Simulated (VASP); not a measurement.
# C in VASP: a series of runs, part 2 of 2

VASP 6.6.1.

**5. Single point, r2SCAN**

Input file POSCAR:

```
C
1.0
    1.2159619696     -2.1479622876      0.0091232276
    1.2232502972      2.1521701653     -0.0413730204
   -0.0941886657     -0.0851463517      7.1476530721
C
4
Direct
    0.1034933285      0.9456230676      0.7488005552
    0.5908149738      0.4138432831      0.2394105085
    0.9242568809      0.0859987362      0.2421136921
    0.4285181549      0.5893271320      0.7486182121
```

Input file INCAR.step1:

```
PREC = Accurate
ENCUT = 520
ISMEAR = 0
SIGMA = 0.1
LREAL = F
LASPH = T
NELM = 80
NBANDS = 16
GGA = PE
ALGO = Normal
EDIFF = 1E-4
LWAVE = T
LCHARG = F
```

Input file INCAR.step2:

```
PREC = Accurate
ENCUT = 520
EDIFF = 1E-6
ISMEAR = 0
SIGMA = 0.1
LREAL = F
LASPH = T
NELM = 80
ALGO = Normal
ISIF = 2
LWAVE = F
LCHARG = T
METAGGA = R2SCAN
LMIXTAU = T
LELF = T
LVHAR = T
NBANDS = 16
ISTART = 1
```

Input file KPOINTS:

```
Automatic mesh
0
Gamma
  10 10 4
```

Potentials or basis: VASP PAW PBE potentials, release 64 (C).

Command:

```console
$ cat potpaw_PBE.64/C/POTCAR > POTCAR
$ cp INCAR.step1 INCAR
$ mpirun -np 1 vasp_std > vasp.out
$ cp INCAR.step2 INCAR
$ mpirun -np 1 vasp_std > vasp.out
```

OUTCAR:

```text
PREC = Accurate
   ENCUT = 520
   EDIFF = 1E-6
   ISMEAR = 0
   LREAL = F
   LASPH = T
   NELM = 80
   ISIF = 2
   METAGGA = R2SCAN
   ISTART = 1

 ion  position               nearest neighbor table
   1  0.103  0.946  0.749-   4 1.37   4 1.43   4 1.47
   2  0.591  0.414  0.239-   3 1.41   3 1.42   3 1.43
   3  0.924  0.086  0.242-   2 1.41   2 1.42   2 1.43
   4  0.429  0.589  0.749-   1 1.37   1 1.43   1 1.47

  LATTYP: Found a triclinic cell.
 ALAT       =     2.4758613525
 B/A-ratio  =     0.9852850112
 C/A-ratio  =     2.8873913788
 COS(alpha) =     0.0264129970
 COS(beta)  =     0.0335709734
 COS(gamma) =     0.4957470287

  Lattice vectors:

 A1 = (   1.2232502972,   2.1521701653,  -0.0413730204)
 A2 = (   2.4392122668,   0.0042078777,  -0.0322497928)
 A3 = (   0.0941886657,   0.0851463517,  -7.1476530721)

Analysis of symmetry for initial positions (statically):
=====================================================================
 Subroutine PRICEL returns:
 Original cell was already a primitive cell.

 Routine SETGRP: Setting up the symmetry group for a
 triclinic supercell.

 Subroutine GETGRP returns: Found  1 space group operations
 (whereof  1 operations were pure point group operations)
 out of a pool of  2 trial point group operations.

The static configuration has the point symmetry C_1 .

Analysis of symmetry for dynamics (positions and initial velocities):
=====================================================================
 Subroutine PRICEL returns:
 Original cell was already a primitive cell.

 Routine SETGRP: Setting up the symmetry group for a
 triclinic supercell.

 Subroutine GETGRP returns: Found  1 space group operations
 (whereof  1 operations were pure point group operations)
[... 122 lines left out ...]
   EFERMI_NEDOS =   21; number of points for ismear=-14 and -15
   IALGO  =     38    algorithm
   IMIX   =      4    mixing-type and parameters
     AMIX     =   0.40;   BMIX     =  1.00
     AMIX_MAG =   1.60;   BMIX_MAG =  1.00
  volume/ion in A,a.u.               =       9.37        63.22
  Fermi-wavevector in a.u.,A,eV,Ry     =   1.232742  2.329545 20.676147  1.519654
  Thomas-Fermi vector in A             =   2.367500
   LORBIT       =      0    0 simple, 1 ext, 2 COOP (PROOUT), +10 PAW based schemes
   METAGGA = R2SCAN    functional components
   LHFCALC =     F    Hartree Fock is set to
   AEXX    =    0.0000 exact exchange contribution
   IVDW    =     0    specifies the selected vdW correction
   LEPSILON=     F    determine dielectric tensor
   LRPA    =     F    only Hartree local field effects (RPA)
 non-spin polarized calculation
 Gauss-broadening in eV      SIGMA  =   0.10
  energy-cutoff  :      520.00
  volume of cell :       37.47
 maximum number of plane-waves:      1027
   NGX =  9   NGY =  9   NGZ = 27

 number of electron      15.9999999 magnetization

 Free energy of the ion-electron system (eV)
  ---------------------------------------------------
  ext. energy  EPLUGINS =         0.00000000
  ---------------------------------------------------
  free energy    TOTEN  =       -39.65687578 eV

  energy without entropy =      -39.65687578  energy(sigma->0) =      -39.65687578

 E-fermi :   3.9605     XC(G=0): -10.6784

 val. band max:        3.5174344341   @ k =   0.3000   0.3000  -0.0000
 cond. band min:       4.6144815739   @ k =   0.3000   0.3000  -0.0000
 fundamental gap:      1.0970471397
 Fermi energy:         3.9605117272

 k-point     1 :       0.0000    0.0000    0.0000
  band No.  band energies     occupation
      1     -16.7658      2.00000
      2     -16.5847      2.00000
      3      -4.6572      2.00000
      4      -3.1975      2.00000
      5       0.1581      2.00000
      6       0.6685      2.00000
[... 433 lines left out ...]
      3      -4.0513      2.00000
      4      -3.6393      2.00000
      5      -2.6132      2.00000
      6      -2.1587      2.00000
[... 8 lines left out ...]
     15      16.6792      0.00000
     16      17.6117      0.00000

 [... further k-points ...]

------------------------ aborting loop because EDIFF is reached ----------------------------------------

  FORCE on cell =-STRESS in cart. coord.  units (eV):
  Direction    XX          YY          ZZ          XY          YZ          ZX
  --------------------------------------------------------------------------------------
  -------------------------------------------------------------------------------------
  Total        1.9938900     -2.2284623     -0.0015505      0.0354375      0.0044525     -0.0090700
  in kB       85.2480291    -95.2770813     -0.0662902      1.5151182      0.1903670     -0.3877829
  external PRESSURE =      -3.3651141 kB  Pullay stress =       0.0000000 kB

 VOLUME and BASIS-vectors are now :
 -----------------------------------------------------------------------------
  energy-cutoff  :      520.00
  volume of cell :       37.47
      direct lattice vectors                 reciprocal lattice vectors
     1.215961970 -2.147962288  0.009123228     0.410405512 -0.233215692  0.002629966
     1.223250297  2.152170165 -0.041373020     0.409676189  0.231952455  0.008161666
    -0.094188666 -0.085146352  7.147653072     0.001847504  0.001640294  0.139949948

 POSITION                                       TOTAL-FORCE (eV/Angst)
 -----------------------------------------------------------------------------------
      1.21205      1.74908      5.31399        -2.281494     -1.948360      0.019085
      1.20209     -0.39877      1.69949         0.408729      0.412936      0.335148
      1.20625     -1.82080      1.73542        -0.404699     -0.414139     -0.312789
      1.17145      0.28415      5.33039         2.277464      1.949563     -0.041444
 -----------------------------------------------------------------------------------
    total drift:                                0.000156     -0.000353     -0.000916

  FREE ENERGIE OF THE ION-ELECTRON SYSTEM (eV)
  ---------------------------------------------------
  free  energy   TOTEN  =       -39.6568757760 eV

  energy  without entropy=      -39.6568757760  energy(sigma->0) =      -39.65687578
```

OUTCAR.step1:

```text
PREC = Accurate
   ENCUT = 520
   ISMEAR = 0
   LREAL = F
[... 689 lines left out ...]
      1.21205      1.74908      5.31399        -2.249561     -1.944370      0.018865
      1.20209     -0.39877      1.69949         0.406822      0.385235      0.326140
      1.20625     -1.82080      1.73542        -0.403276     -0.386191     -0.300793
      1.17145      0.28415      5.33039         2.246015      1.945326     -0.044212
 -----------------------------------------------------------------------------------
    total drift:                                0.000234     -0.000147      0.000090

  FREE ENERGIE OF THE ION-ELECTRON SYSTEM (eV)
  ---------------------------------------------------
  free  energy   TOTEN  =       -36.7848708810 eV

  energy  without entropy=      -36.7848708810  energy(sigma->0) =      -36.78487088
```

It took 7.4 min on 1 thread of Intel Xeon 8259CL, shared host; peak memory 0.21 GiB.

Results:

| Quantity | Value |
| --- | --- |
| Free energy | -39.6569 eV |
| Pressure | -0.3 GPa |
| Largest force | 3.000 eV/Å |

Forces on the atoms (eV/Å):
```
C   -2.281 -1.948  0.019
C    0.409  0.413  0.335
C   -0.405 -0.414 -0.313
C    2.277  1.950 -0.041
```

Stress tensor (GPa, compression positive):
```
 8.52  0.15 -0.04
 0.15 -9.53  0.02
-0.04  0.02 -0.01
```

Caveat: the PAW data sets were made with another functional, which shifts forces and pressure a little.

**6. Single point, r2SCAN**

Input file POSCAR:

```
C
1.0
    1.2280479700     -2.1270618200      0.0000000000
    1.2280479700      2.1270618200      0.0000000000
    0.0000000000      0.0000000000      7.1732677600
C
4
Direct
    0.0833794600      0.9166205400      0.7531376000
    0.5833794600      0.4166205400      0.2468624000
    0.9166205400      0.0833794600      0.2468624000
    0.4166205400      0.5833794600      0.7531376000
```

Input file INCAR.step1:

```
SYSTEM = C
PREC = Accurate ; ENCUT = 520
ISMEAR = 0 ; SIGMA = 0.1
LREAL = .FALSE. ; LASPH = .TRUE.
NELM = 100 ; NBANDS = 16
GGA = PE ; ALGO = Normal
EDIFF = 1E-4 ; LWAVE = .TRUE.
LCHARG = .FALSE.
```

Input file INCAR.step2:

```
SYSTEM = C
PREC = Accurate ; ENCUT = 520
EDIFF = 1E-6 ; ISMEAR = 0
SIGMA = 0.1 ; LREAL = .FALSE.
LASPH = .TRUE. ; NELM = 100
ALGO = Normal ; ISIF = 2
LWAVE = .FALSE. ; LCHARG = .FALSE.
METAGGA = R2SCAN ; LMIXTAU = .TRUE.
NBANDS = 16 ; ISTART = 1
```

Input file KPOINTS:

```
regular mesh
0
G
  30 30 8
  0 0 0
```

Potentials or basis: VASP PAW PBE potentials, release 64 (C).

Command:

```console
$ cat potpaw_PBE.64/C/POTCAR > POTCAR
$ cp INCAR.step1 INCAR
$ mpirun -np 1 vasp_std > vasp.out
$ cp INCAR.step2 INCAR
$ mpirun -np 1 vasp_std > vasp.out
```

OUTCAR:

```text
SYSTEM = C
   PREC = Accurate
   ENCUT = 520
   EDIFF = 1E-6
   ISMEAR = 0
   LREAL = .FALSE.
   LASPH = .TRUE.
   NELM = 100
   ISIF = 2
   METAGGA = R2SCAN
   ISTART = 1

 ion  position               nearest neighbor table
   1  0.083  0.917  0.753-   4 1.42   4 1.42   4 1.42
   2  0.583  0.417  0.247-   3 1.42   3 1.42   3 1.42
   3  0.917  0.083  0.247-   2 1.42   2 1.42   2 1.42
   4  0.417  0.583  0.753-   1 1.42   1 1.42   1 1.42

  LATTYP: Found a hexagonal cell.
 ALAT       =     2.4561135566
 C/A-ratio  =     2.9205765918

  Lattice vectors:

 A1 = (   1.2280479700,  -2.1270618200,   0.0000000000)
 A2 = (   1.2280479700,   2.1270618200,   0.0000000000)
 A3 = (   0.0000000000,   0.0000000000,   7.1732677600)

Analysis of symmetry for initial positions (statically):
=====================================================================
 Subroutine PRICEL returns:
 Original cell was already a primitive cell.

 Routine SETGRP: Setting up the symmetry group for a
 hexagonal supercell.

 Subroutine GETGRP returns: Found  8 space group operations
 (whereof  4 operations were pure point group operations)
 out of a pool of 24 trial point group operations.

The static configuration has the point symmetry C_2h.
 The point group associated with its full space group is D_2h.

Analysis of symmetry for dynamics (positions and initial velocities):
=====================================================================
 Subroutine PRICEL returns:
 Original cell was already a primitive cell.

 Routine SETGRP: Setting up the symmetry group for a
 hexagonal supercell.

 Subroutine GETGRP returns: Found  8 space group operations
[... 122 lines left out ...]
   EFERMI =   0.00;   METHOD = LEGACY
   ISMEAR =     0;   SIGMA  =   0.10  broadening in eV -4-tet -1-fermi 0-gaus
   EFERMI_NEDOS =   21; number of points for ismear=-14 and -15
   IALGO  =     38    algorithm
   IMIX   =      4    mixing-type and parameters
     AMIX     =   0.40;   BMIX     =  1.00
     AMIX_MAG =   1.60;   BMIX_MAG =  1.00
  volume/ion in A,a.u.               =       9.37        63.22
  Fermi-wavevector in a.u.,A,eV,Ry     =   1.232728  2.329519 20.675669  1.519619
  Thomas-Fermi vector in A             =   2.367487
   LORBIT       =      0    0 simple, 1 ext, 2 COOP (PROOUT), +10 PAW based schemes
   METAGGA = R2SCAN    functional components
   LHFCALC =     F    Hartree Fock is set to
   AEXX    =    0.0000 exact exchange contribution
   IVDW    =     0    specifies the selected vdW correction
   LEPSILON=     F    determine dielectric tensor
   LRPA    =     F    only Hartree local field effects (RPA)
 non-spin polarized calculation
 Gauss-broadening in eV      SIGMA  =   0.10
  energy-cutoff  :      520.00
  volume of cell :       37.48
 maximum number of plane-waves:      1029
   NGX =  9   NGY =  9   NGZ = 27

 number of electron      15.9999996 magnetization

 Free energy of the ion-electron system (eV)
  ---------------------------------------------------
  ext. energy  EPLUGINS =         0.00000000
  ---------------------------------------------------
  free energy    TOTEN  =       -39.74900101 eV

  energy without entropy =      -39.74885757  energy(sigma->0) =      -39.74892929

 E-fermi :   4.1203     XC(G=0): -10.6640

 val. band max:        4.1055420324   @ k =   0.3333   0.3333   0.5000
 cond. band min:       4.1307666808   @ k =   0.3333   0.3333   0.5000
 fundamental gap:      0.0252246484
 Fermi energy:         4.1202624643

 k-point     1 :       0.0000    0.0000    0.0000
  band No.  band energies     occupation
      1     -16.8090      2.00000
      2     -16.6351      2.00000
      3      -4.6772      2.00000
      4      -3.2549      2.00000
      5       0.8977      2.00000
      6       0.9040      2.00000
[... 433 lines left out ...]
      3      -8.0181      2.00000
      4      -7.9282      2.00000
      5      -2.4597      2.00000
      6      -2.4597      2.00000
[... 8 lines left out ...]
     15      18.4314      0.00000
     16      20.5325      0.00000

 [... further k-points ...]

------------------------ aborting loop because EDIFF is reached ----------------------------------------

  FORCE on cell =-STRESS in cart. coord.  units (eV):
  Direction    XX          YY          ZZ          XY          YZ          ZX
  --------------------------------------------------------------------------------------
  -------------------------------------------------------------------------------------
  Total        0.2249452      0.1871639     -0.0506323      0.0000000     -0.0000000      0.0000000
  in kB        9.6171165      8.0018444     -2.1646916      0.0000000     -0.0000000      0.0000000
  external PRESSURE =       5.1514231 kB  Pullay stress =       0.0000000 kB

 VOLUME and BASIS-vectors are now :
 -----------------------------------------------------------------------------
  energy-cutoff  :      520.00
  volume of cell :       37.48
      direct lattice vectors                 reciprocal lattice vectors
     1.228047970 -2.127061820  0.000000000     0.407150219 -0.235066041  0.000000000
     1.228047970  2.127061820  0.000000000     0.407150219  0.235066041  0.000000000
     0.000000000  0.000000000  7.173267760     0.000000000  0.000000000  0.139406479

 POSITION                                       TOTAL-FORCE (eV/Angst)
 -----------------------------------------------------------------------------------
      1.22805      1.77236      5.40246         0.000000      0.022739     -0.007221
      1.22805     -0.35471      1.77081         0.000000      0.022739      0.007221
      1.22805     -1.77236      1.77081         0.000000     -0.022739      0.007221
      1.22805      0.35471      5.40246         0.000000     -0.022739     -0.007221
 -----------------------------------------------------------------------------------
    total drift:                                0.000000     -0.000000      0.000000

  FREE ENERGIE OF THE ION-ELECTRON SYSTEM (eV)
  ---------------------------------------------------
  free  energy   TOTEN  =       -39.7490010082 eV

  energy  without entropy=      -39.7488575746  energy(sigma->0) =      -39.74892929
```

It took 46 min on 1 thread of Oxide Virtual Turin-like, shared host; peak memory 0.53 GiB.

What came out:

```
Free energy   : -39.7490 eV
Pressure      : 0.5 GPa
Largest force : 0.024 eV/Å
```

Forces in eV/Å, atoms in the order of the input:
```
C    0.000  0.023 -0.007
C    0.000  0.023  0.007
C    0.000 -0.023  0.007
C    0.000 -0.023 -0.007
```

Caveat: the PAW data sets were made with another functional, which shifts forces and pressure a little.

**7. The runs side by side**

| cell | k mesh | pressure (GPa) | largest force (eV/Å) |
| --- | --- | --- | --- |
| a = 2.468, b = 2.476, c = 7.149 Å, angles 91.9, 89.6, 120.9°, 4 atoms, atomic positions A | 8 × 8 × 2 | -0.3 | 3.09 |
| a = 2.456, b = 2.456, c = 7.173 Å, angles 90.0, 90.0, 120.0°, 4 atoms, atomic positions B | 12 × 12 × 4 | 0.5 | 0.02 |
| a = 2.468, b = 2.476, c = 7.149 Å, angles 91.9, 89.6, 120.9°, 4 atoms, atomic positions A | 10 × 10 × 4 | -0.3 | 3.00 |
| a = 2.456, b = 2.456, c = 7.173 Å, angles 90.0, 90.0, 120.0°, 4 atoms, atomic positions B | 30 × 30 × 8 | 0.5 | 0.02 |

Alike in all rows: task single point; level r2SCAN; potentials or basis VASP PAW PBE potentials, release 64 (C); no spin polarisation; cutoff (eV) 520; smearing gaussian 0.1 eV.

Caveats: some runs use coarse meshes; the PAW data sets were made with another functional, which shifts forces and pressure a little.

Absolute energies hang on the potentials; compare differences alone.
